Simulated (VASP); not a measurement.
# PbF2 (Aea2) in VASP: a series of runs

Runs on PbF2. Level: r2SCAN. Tasks: single point.

All numbers are computed with VASP 6.6.1; they aren't measurements. Logs are shortened: lines on timing, memory, paths and dates and some standing lists are left out, and cuts for length are marked.

## Step 1: The cell of the first run

Symmetry: Aea2, No. 41, orthorhombic system. Conventional cell: a = 6.024 Å, b = 6.004 Å, c = 6.023 Å, α = 90.00°, β = 90.00°, γ = 90.00°. Pb (site symmetry 2) has 8 F at 2.54 to 2.72 Å within 3.4 Å. F (site symmetry 1) has 4 Pb at 2.54 to 2.72 Å and 6 F at 3.01 to 3.02 Å within 3.4 Å.

## Step 2: Single point, r2SCAN

The input, POSCAR:

```
PbF2
1.0
    6.0240560000      0.0000000000      0.0000000000
    0.0000000000      3.0020500000      3.0112850000
    0.0000000000     -3.0020500000      3.0112850000
Pb F
2 4
Direct
    0.5000000000      0.9774790000      0.9774790000
    0.0000000000      0.4774790000      0.4774790000
    0.7647730000      0.9736080000      0.4586660000
    0.2352270000      0.4586660000      0.9736080000
    0.7352270000      0.4736080000      0.9586660000
    0.2647730000      0.9586660000      0.4736080000
```

The input, INCAR.step1:

```
SYSTEM = PbF2
PREC = Accurate
ENCUT = 520
ISMEAR = 0
SIGMA = 0.01
LREAL = .FALSE.
LASPH = .TRUE.
NELM = 80
NBANDS = 37
GGA = PE
ALGO = Normal
EDIFF = 1E-4
LWAVE = .TRUE.
LCHARG = .FALSE.
```

The input, INCAR.step2:

```
SYSTEM = PbF2
PREC = Accurate
ENCUT = 520
EDIFF = 1E-7
ISMEAR = 0
SIGMA = 0.01
LREAL = .FALSE.
LASPH = .TRUE.
NELM = 80
ALGO = Normal
ISIF = 2
LWAVE = .FALSE.
LCHARG = .FALSE.
METAGGA = R2SCAN
LMIXTAU = .TRUE.
NBANDS = 37
ISTART = 1
```

The input, KPOINTS:

```
Automatic mesh
0
G
  4 5 5
  0 0 0
```

Potentials or basis: VASP PAW PBE potentials, release 64 (Pb_d, F).

The run is started by

```
$ cat potpaw_PBE.64/Pb_d/POTCAR potpaw_PBE.64/F/POTCAR > POTCAR
$ cp INCAR.step1 INCAR
$ mpirun -np 1 vasp_std > vasp.out
$ cp INCAR.step2 INCAR
$ mpirun -np 1 vasp_std > vasp.out
```

OUTCAR:

```text
SYSTEM = PbF2
   PREC = Accurate
   ENCUT = 520
   EDIFF = 1E-7
   ISMEAR = 0
   LREAL = .FALSE.
   LASPH = .TRUE.
   NELM = 80
   ISIF = 2
   METAGGA = R2SCAN
   ISTART = 1

 ion  position               nearest neighbor table
   1  0.500  0.977  0.977-   5 2.54   6 2.54   6 2.57   5 2.57   3 2.59   4 2.59   4 2.72   3 2.72

   2  0.000  0.477  0.477-   3 2.54   4 2.54   4 2.57   3 2.57   5 2.59   6 2.59   5 2.72   6 2.72

   3  0.765  0.974  0.459-   2 2.54   2 2.57   1 2.59   1 2.72
   4  0.235  0.459  0.974-   2 2.54   2 2.57   1 2.59   1 2.72
   5  0.735  0.474  0.959-   1 2.54   1 2.57   2 2.59   2 2.72
   6  0.265  0.959  0.474-   1 2.54   1 2.57   2 2.59   2 2.72

  LATTYP: Found a base centered orthorhombic cell.
 ALAT       =     6.0041000000
 B/A-ratio  =     1.0030762312
 C/A-ratio  =     1.0033237288

  Lattice vectors:

 A1 = (   0.0000000000,   3.0020500000,  -3.0112850000)
 A2 = (   0.0000000000,   3.0020500000,   3.0112850000)
 A3 = (   6.0240560000,   0.0000000000,   0.0000000000)

Analysis of symmetry for initial positions (statically):
=====================================================================
 Subroutine PRICEL returns:
 Original cell was already a primitive cell.

 Routine SETGRP: Setting up the symmetry group for a
 base centered orthorhombic supercell.

 Subroutine GETGRP returns: Found  4 space group operations
 (whereof  2 operations were pure point group operations)
 out of a pool of  8 trial point group operations.

The static configuration has the point symmetry C_2 .
 The point group associated with its full space group is C_2v.

Analysis of symmetry for dynamics (positions and initial velocities):
=====================================================================
 Subroutine PRICEL returns:
 Original cell was already a primitive cell.

 Routine SETGRP: Setting up the symmetry group for a
 base centered orthorhombic supercell.

 Subroutine GETGRP returns: Found  4 space group operations
 (whereof  2 operations were pure point group operations)
 out of a pool of  8 trial point group operations.

The dynamic configuration has the point symmetry C_2 .
 The point group associated with its full space group is C_2v.

 Subroutine INISYM returns: Found  4 space group operations
 (whereof  2 operations are pure point group operations),
 and found     1 'primitive' translations

----------------------------------------------------------------------------------------

                                     Primitive cell

  volume of cell :     108.9153

  direct lattice vectors                    reciprocal lattice vectors
     6.024056000  0.000000000  0.000000000     0.166001113  0.000000000  0.000000000
     0.000000000  3.002050000  3.011285000     0.000000000  0.166552856  0.166042072
     0.000000000 -3.002050000  3.011285000     0.000000000 -0.166552856  0.166042072

  length of vectors
     6.024056000  4.252074970  4.252074970     0.166001113  0.235180406  0.235180406

  position of ions in fractional coordinates (direct lattice)
     0.500000000  0.977479000  0.977479000
     0.000000000  0.477479000  0.477479000
     0.764773000  0.973608000  0.458666000
     0.235227000  0.458666000  0.973608000
     0.735227000  0.473608000  0.958666000
     0.264773000  0.958666000  0.473608000

  ion indices of the primitive-cell ions
   primitive index   ion index
                 1           1
                 2           2
                 3           3
                 4           4
                 5           5
                 6           6

----------------------------------------------------------------------------------------

 KPOINTS: Automatic mesh

Automatic generation of k-mesh.
 Grid dimensions read from file:
 generate k-points for:    4    5    5

 Generating k-lattice:

  Cartesian coordinates                     Fractional coordinates (reciprocal lattice)
     0.041500278  0.000000000  0.000000000     0.250000000  0.000000000  0.000000000
     0.000000000  0.033310571  0.033208414     0.000000000  0.200000000  0.000000000
     0.000000000 -0.033310571  0.033208414     0.000000000  0.000000000  0.200000000

  Length of vectors
     0.041500278  0.047036081  0.047036081

  Shift w.r.t. Gamma in fractional coordinates (k-lattice)
     0.000000000  0.000000000  0.000000000

 Subroutine IBZKPT returns following result:
 ===========================================

 Found     27 irreducible k-points:

 Following reciprocal coordinates:
            Coordinates               Weight
  0.000000  0.000000  0.000000      1.000000
  0.250000  0.000000  0.000000      2.000000
  0.500000  0.000000  0.000000      1.000000
  0.000000  0.200000  0.000000      4.000000
  0.250000  0.200000  0.000000      8.000000
  0.500000  0.200000  0.000000      4.000000
[... 16 lines left out ...]
  0.250000  0.400000  0.400000      4.000000
  0.500000  0.400000  0.400000      2.000000
 [... further k-points ...]
   k-points           NKPTS =     27   k-points in BZ     NKDIM =     27   number of bands    NBANDS=     37
   number of dos      NEDOS =    301   number of ions     NIONS =      6
   total plane-waves  NPLWV =  49152
   dimension x,y,z NGX =    48 NGY =   32 NGZ =   32
   dimension x,y,z NGXF=    96 NGYF=   64 NGZF=   64
   ions per type =               2   4
   NGX,Y,Z   is equivalent  to a cutoff of  13.25, 12.51, 12.51 a.u.
   NGXF,Y,Z  is equivalent  to a cutoff of  26.49, 25.02, 25.02 a.u.
 SYSTEM =  PbF2
   PREC   = accura    normal or accurate (medium, high low for compatibility)
   ISTART =      1    job   : 0-new  1-cont  2-samecut
   ICHARG =      0    charge: 1-file 2-atom 10-const
   ISPIN  =      1    spin polarized calculation?
   LNONCOLLINEAR =      F non collinear calculations
   LSORBIT =      F    spin-orbit coupling
   LASPH  =      T    aspherical Exc in radial PAW
   ENCUT  =  520.0 eV  38.22 Ry    6.18 a.u.  11.20  7.91  7.91*2*pi/ulx,y,z
   NELM   =     80;   NELMIN=  2; NELMDL=  0     # of ELM steps
   EDIFF  = 0.1E-06   stopping-criterion for ELM
   LREAL  =      F    real-space projection
   EDIFFG = 0.1E-05   stopping-criterion for IOM
   NSW    =      0    number of steps for IOM
   IBRION =     -1    ionic relax: 0-MD 1-quasi-New 2-CG
   NFREE  =      0    steps in history (QN), initial steepest desc. (CG)
   ISIF   =      2    stress and relaxation
   ISYM   =      2    0-nonsym 1-usesym 2-fastsym
   POTIM  = 0.5000    time-step for ionic-motion
   TEBEG  =    0.0;   TEEND  =   0.0 temperature during run
   PSTRESS=    0.0 pullay stress
   NELECT =      56.0000    total number of electrons
   NUPDOWN=      -1.0000    fix difference up-down
   EMIN   =  10.00;   EMAX   =-10.00  energy-range for DOS
   EFERMI =   0.00;   METHOD = LEGACY
   ISMEAR =     0;   SIGMA  =   0.01  broadening in eV -4-tet -1-fermi 0-gaus
   EFERMI_NEDOS =   21; number of points for ismear=-14 and -15
   IALGO  =     38    algorithm
   IMIX   =      4    mixing-type and parameters
     AMIX     =   0.40;   BMIX     =  1.00
     AMIX_MAG =   1.60;   BMIX_MAG =  1.00
  volume/ion in A,a.u.               =      18.15       122.50
  Fermi-wavevector in a.u.,A,eV,Ry     =   1.311519  2.478412 23.403137  1.720082
  Thomas-Fermi vector in A             =   2.441975
   LORBIT       =      0    0 simple, 1 ext, 2 COOP (PROOUT), +10 PAW based schemes
   METAGGA = R2SCAN    functional components
   LHFCALC =     F    Hartree Fock is set to
   AEXX    =    0.0000 exact exchange contribution
   IVDW    =     0    specifies the selected vdW correction
   LEPSILON=     F    determine dielectric tensor
   LRPA    =     F    only Hartree local field effects (RPA)
 non-spin polarized calculation
 Gauss-broadening in eV      SIGMA  =   0.01
  energy-cutoff  :      520.00
  volume of cell :      108.92
 maximum number of plane-waves:      2950
 NGX is ok and might be reduce to    48
   NGX = 23   NGY = 15   NGZ = 15

 number of electron      56.0000004 magnetization

 Free energy of the ion-electron system (eV)
  ---------------------------------------------------
  ext. energy  EPLUGINS =         0.00000000
  ---------------------------------------------------
  free energy    TOTEN  =      -140.25854871 eV

  energy without entropy =     -140.25854871  energy(sigma->0) =     -140.25854871

 E-fermi :   1.0351     XC(G=0):  -9.7685

 val. band max:        0.9636223186   @ k =   0.0000  -0.2000   0.2000
 cond. band min:       5.9054737483   @ k =   0.0000   0.0000   0.0000
 fundamental gap:      4.9418514297
 Fermi energy:         1.0350795061

 k-point     1 :       0.0000    0.0000    0.0000
  band No.  band energies     occupation
      1     -21.0720      2.00000
      2     -20.8464      2.00000
      3     -20.7477      2.00000
      4     -20.5623      2.00000
      5     -13.8493      2.00000
      6     -13.8486      2.00000
[... 29 lines left out ...]
     36      11.5344      0.00000
     37      15.6780      0.00000

 k-point     2 :       0.2500    0.0000    0.0000
  band No.  band energies     occupation
      1     -21.0400      2.00000
      2     -20.8800      2.00000
      3     -20.7216      2.00000
      4     -20.5898      2.00000
      5     -13.8420      2.00000
      6     -13.8385      2.00000
[... 29 lines left out ...]
     36      12.6670      0.00000
     37      15.5044      0.00000

 k-point     3 :       0.5000    0.0000    0.0000
  band No.  band energies     occupation
      1     -20.9614      2.00000
      2     -20.9614      2.00000
      3     -20.6567      2.00000
      4     -20.6567      2.00000
      5     -13.8284      2.00000
      6     -13.8284      2.00000
[... 29 lines left out ...]
     36      12.4176      0.00000
     37      16.5852      0.00000
[... 761 lines left out ...]
 k-point    23 :       0.2500    0.4000    0.4000
  band No.  band energies     occupation
      1     -20.8539      2.00000
      2     -20.8194      2.00000
      3     -20.7756      2.00000
      4     -20.7452      2.00000
      5     -13.8342      2.00000
      6     -13.8342      2.00000
[... 29 lines left out ...]
     36      11.1380      0.00000
     37      16.6939      0.00000

 k-point    24 :       0.5000    0.4000    0.4000
  band No.  band energies     occupation
      1     -20.8150      2.00000
      2     -20.8150      2.00000
      3     -20.7824      2.00000
      4     -20.7824      2.00000
      5     -13.8281      2.00000
      6     -13.8281      2.00000
[... 29 lines left out ...]
     36      11.6355      0.00000
     37      15.7611      0.00000

 [... further k-points ...]

------------------------ aborting loop because EDIFF is reached ----------------------------------------

  FORCE on cell =-STRESS in cart. coord.  units (eV):
  Direction    XX          YY          ZZ          XY          YZ          ZX
  --------------------------------------------------------------------------------------
  -------------------------------------------------------------------------------------
  Total       -2.1640023     -2.0750455     -2.1447459      0.0000000      0.0000000      0.0000000
  in kB      -31.8331425    -30.5245614    -31.5498754      0.0000000      0.0000000      0.0000000
  external PRESSURE =     -31.3025264 kB  Pullay stress =       0.0000000 kB

 VOLUME and BASIS-vectors are now :
 -----------------------------------------------------------------------------
  energy-cutoff  :      520.00
  volume of cell :      108.92
      direct lattice vectors                 reciprocal lattice vectors
     6.024056000  0.000000000  0.000000000     0.166001113  0.000000000  0.000000000
     0.000000000  3.002050000  3.011285000     0.000000000  0.166552856  0.166042072
     0.000000000 -3.002050000  3.011285000     0.000000000 -0.166552856  0.166042072

 POSITION                                       TOTAL-FORCE (eV/Angst)
 -----------------------------------------------------------------------------------
      3.01203      0.00000      5.88694        -0.000000      0.000000     -0.034301
      0.00000      0.00000      2.87565        -0.000000      0.000000     -0.034301
      4.60704      1.54588      4.31299        -0.051375     -0.040875      0.017151
      1.41702     -1.54588      4.31299         0.051375      0.040875      0.017151
      4.42905     -1.45617      4.31299         0.051375     -0.040875      0.017151
      1.59501      1.45617      4.31299        -0.051375      0.040875      0.017151
 -----------------------------------------------------------------------------------
    total drift:                                0.000000     -0.000001      0.003117

  FREE ENERGIE OF THE ION-ELECTRON SYSTEM (eV)
  ---------------------------------------------------
  free  energy   TOTEN  =      -140.2585487062 eV

  energy  without entropy=     -140.2585487062  energy(sigma->0) =     -140.25854871
```

It took 2.3 min on 1 thread of Intel Xeon 6975P-C (Granite Rapids), shared host; peak memory 0.28 GiB.

Results:

```
Free energy            : -140.2585 eV
Pressure               : -3.1 GPa
Largest force          : 0.068 eV/Å
Band gap on the k mesh : 4.94 eV
```

Forces on the atoms (eV/Å):
```
Pb   0.000  0.000 -0.034
Pb   0.000  0.000 -0.034
F   -0.051 -0.041  0.017
F    0.051  0.041  0.017
F    0.051 -0.041  0.017
F   -0.051  0.041  0.017
```

Levels at points of the mesh, in eV from the valence-band top:
```tsv
k point	band 24	band 25	band 26	band 27	band 28	band 29	band 30	band 31	band 32	band 33
(0.00, 0.00, 0.00)	-1.85	-1.52	-1.50	-1.44	-0.13	4.94	7.23	7.30	7.30	8.28
(0.50, 0.00, 0.00)	-1.71	-1.59	-1.59	-0.90	-0.90	5.51	5.51	7.84	7.84	7.85
```

Caveat: the cell stands under tension; the PAW data sets were made with another functional, which shifts forces and pressure a little; spin-orbit coupling is left out, which moves the levels of the heavy elements; an odd mesh through Γ misses points on the zone boundary, where band edges can lie.

## Step 3: Single point, r2SCAN

POSCAR is that of step 2.

The input, INCAR.step1:

```
PREC = Accurate ; ENCUT = 520
ISMEAR = 0 ; SIGMA = 0.01
LREAL = F ; LASPH = T
NELM = 60 ; NBANDS = 37
GGA = PE ; ALGO = Normal
EDIFF = 1E-4 ; LWAVE = T
LCHARG = F
```

The input, INCAR.step2:

```
PREC = Accurate ; ENCUT = 520
EDIFF = 1E-6 ; ISMEAR = 0
SIGMA = 0.01 ; LREAL = F
LASPH = T ; NELM = 60
ALGO = Normal ; ISIF = 2
LWAVE = F ; LCHARG = T
METAGGA = R2SCAN ; LMIXTAU = T
LELF = T ; LVHAR = T
NBANDS = 37 ; ISTART = 1
```

The input, KPOINTS:

```
Automatic mesh
0
Gamma
  5 7 7
```

Potentials or basis: VASP PAW PBE potentials, release 64 (Pb_d, F).

The run is started by

```
$ cat potpaw_PBE.64/Pb_d/POTCAR potpaw_PBE.64/F/POTCAR > POTCAR
$ cp INCAR.step1 INCAR
$ mpirun -np 1 vasp_std > vasp.out
$ cp INCAR.step2 INCAR
$ mpirun -np 1 vasp_std > vasp.out
```

It took 3.4 min on 1 thread of Intel Xeon 6975P-C (Granite Rapids), shared host; peak memory 0.33 GiB.

The run converged. Its results:

```yaml
Free_energy: -140.2585 eV
Pressure: -3.1 GPa
Largest_force: 0.068 eV/Å
Band_gap_on_the_k_mesh: 4.92 eV
```

Forces on the atoms (eV/Å):
```
Pb   0.000  0.000 -0.034
Pb   0.000  0.000 -0.034
F   -0.051 -0.041  0.017
F    0.051  0.041  0.017
F    0.051 -0.041  0.017
F   -0.051  0.041  0.017
```

Stress tensor (GPa, compression positive):
```
-3.18  0.00  0.00
 0.00 -3.05  0.00
 0.00  0.00 -3.15
```

Levels at points of the mesh, in eV from the valence-band top:
| k point | band 26 | band 27 | band 28 | band 29 | band 30 | band 31 |
| --- | --- | --- | --- | --- | --- | --- |
| (0.00, 0.00, 0.00) | -1.52 | -1.46 | -0.15 | 4.92 | 7.22 | 7.28 |

Caveat: the cell stands under tension; the PAW data sets were made with another functional, which shifts forces and pressure a little; spin-orbit coupling is left out, which moves the levels of the heavy elements; an odd mesh through Γ misses points on the zone boundary, where band edges can lie.
